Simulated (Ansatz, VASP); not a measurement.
**CaBC: VASP beside Ansatz**

INCAR

```
  ALGO = Normal
  EDIFF = 1E-6
  ENCUT = 520
  GGA = PE
  ISIF = 2
  ISMEAR = 0
  LASPH = True
  LCHARG = True
  LELF = True
  LREAL = False
  LVHAR = True
  LWAVE = False
  NBANDS = 26
  NELM = 80
  PREC = Accurate
  SIGMA = 0.15
```

KPOINTS

```
k-points
0
Gamma
  18 18 6
```

POSCAR

```
CaBC
1.0
    2.9619761264      0.0000000000      0.0000000000
   -1.4809880632      2.5651465708      0.0000000000
    0.0000000000      0.0000000000      8.1933817783
Ca B C
2 2 2
Direct
    0.0000000000      0.0000000000      0.0000000000
    0.0000000000      0.0000000000      0.5000000000
    0.6666666667      0.3333333333      0.2194875685
    0.3333333333      0.6666666667      0.7194875685
    0.6666666667      0.3333333333      0.7500000000
    0.3333333333      0.6666666667      0.2500000000
```

Input for Ansatz:

```yaml
crystal:
  lattice:
    - [2.9619761264, 0.0, 0.0]
    - [-1.4809880632, 2.5651465708, 0.0]
    - [0.0, 0.0, 8.1933817783]
  atoms:
    - { symbol: Ca, position: [0.0, 0.0, 0.0] }
    - { symbol: Ca, position: [0.0, 0.0, 0.5] }
    - { symbol: B, position: [0.6666666667, 0.3333333333, 0.2194875685] }
    - { symbol: B, position: [0.3333333333, 0.6666666667, 0.7194875685] }
    - { symbol: C, position: [0.6666666667, 0.3333333333, 0.75] }
    - { symbol: C, position: [0.3333333333, 0.6666666667, 0.25] }
basis:
  ecutwfc: 420
kpoints:
  mp_grid: { grid: [18, 18, 6] }
hamiltonian:
  xc: pbe
scf:
  occupations: { method: gaussian, width: 0.15 }
output:
  forces: true
  stress: true
  eigenvalues: true
```

Change from the starting cell: all B atoms moved -0.250 Å, as atom 3 along Cartesian [0 0 1].

Alike in both runs: task single point; functional PBE; k mesh 18 × 18 × 6; occupations gaussian, width 0.15 eV; no spin polarisation.

|  | VASP | Ansatz |
| --- | --- | --- |
| version | VASP 6.6.1 | Ansatz 0.2.0 |
| potentials or method | VASP PAW PBE potentials, release 64 (Ca_sv, B, C), cutoff 520 eV | scalar-relativistic, plane waves, PAW |
| valence electrons in the cell | 34 | 34 |

Ansatz gave:

* gap on the k mesh at the Fermi level (eV): none
* pressure (GPa): 2.6
* traceless stress, the component that is largest in VASP (GPa): -2.34
* rms of the force components (eV/Å): 1.203

What did VASP give for the same quantities?

gap on the k mesh at the Fermi level (eV): none; pressure (GPa): 3.2; traceless stress, the component that is largest in VASP (GPa): -2.12; rms of the force components (eV/Å): 1.211.

Atom by atom the forces differ by 0.010 eV/Å (rms over components). A gap of «none» marks a metal or a gap that the smearing closes. With one functional, cell and mesh, what is left measures potentials, basis and numerics.
